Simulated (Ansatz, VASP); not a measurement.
Given: the input of a run of VASP 6.6.1 on BP.

INCAR

```
SYSTEM = BP
PREC     = Accurate       ! precision mode
ENCUT    = 520            ! plane-wave cutoff, eV
EDIFF    = 1E-6           ! SCF threshold, eV
ISMEAR   = -1             ! smearing method
SIGMA    = 0.05           ! smearing width, eV
LREAL    = .FALSE.        ! projectors in reciprocal space
LASPH    = .TRUE.         ! aspherical terms in the spheres
NELM     = 80             ! most SCF steps
ALGO     = Normal         ! electronic algorithm
ISIF     = 2              ! what is computed and relaxed
LWAVE    = .FALSE.        ! write WAVECAR
LCHARG   = .FALSE.        ! write CHGCAR
GGA      = B5             ! functional
ALDAX    = 1.0          
AGGAX    = 1.0          
AGGAC    = 1.0          
ALDAC    = 0.0          
IVDW     = 12             ! dispersion correction
VDW_S6   = 1.0          
VDW_S8   = 2.6996       
VDW_A1   = 0.4298       
VDW_A2   = 4.2359       
NBANDS   = 11             ! bands
```

KPOINTS

```
Automatic mesh
0
G
  10 10 10
  0 0 0
```

Contents of POSCAR:

```
BP
1.0
    0.0000000000      2.2840269280      2.2840269280
    2.2840269280      0.0000000000      2.2840269280
    2.2840269280      2.2840269280      0.0000000000
P B
1 1
Direct
    0.7500000000      0.7500000000      0.7500000000
    0.0000000000      0.0000000000      0.0000000000
```

Potentials or basis: VASP PAW PBE potentials, release 64 (P, B).

Command:

```console
$ cat potpaw_PBE.64/P/POTCAR potpaw_PBE.64/B/POTCAR > POTCAR
$ mpirun -np 1 vasp_std > vasp.out
```

Q: Translate it to Ansatz 0.2.0. Potentials there: Ansatz PAW.

A: As run (the cutoff follows the program's own potentials):

File input.yaml:

```yaml
crystal:
  lattice:
    - [0.0, 2.284026928, 2.284026928]
    - [2.284026928, 0.0, 2.284026928]
    - [2.284026928, 2.284026928, 0.0]
  atoms:
    - { symbol: P, position: [0.75, 0.75, 0.75] }
    - { symbol: B, position: [0.0, 0.0, 0.0] }
hamiltonian:
  xc: blyp
  pseudopotentials: { kind: paw }
  dispersion: d3bj
kpoints:
  mp_grid: { grid: [10, 10, 10] }
scf:
  occupations: { method: fermi_dirac, width: 0.05 }
output:
  forces: true
  stress: true
  eigenvalues: true
```

Potentials or basis: Ansatz PAW.

Launch:

```console
$ ansatz run input.yaml --threads 2 --pin off --max-ram 5120MiB --backend cpu --events-out ev --progress --plain --runs-dir out
```

Both were run:

|  | VASP | Ansatz | Ansatz less VASP |
| --- | --- | --- | --- |
| gap on the k mesh at the Fermi level (eV) | 1.56 | 1.54 | -0.024 |
| least direct gap on the mesh (eV) | 3.55 | 3.52 | -0.029 |
| pressure (GPa) | -6.5 | -6.4 | +0.15 |

VASP's potentials were made for PBE, not for BLYP.
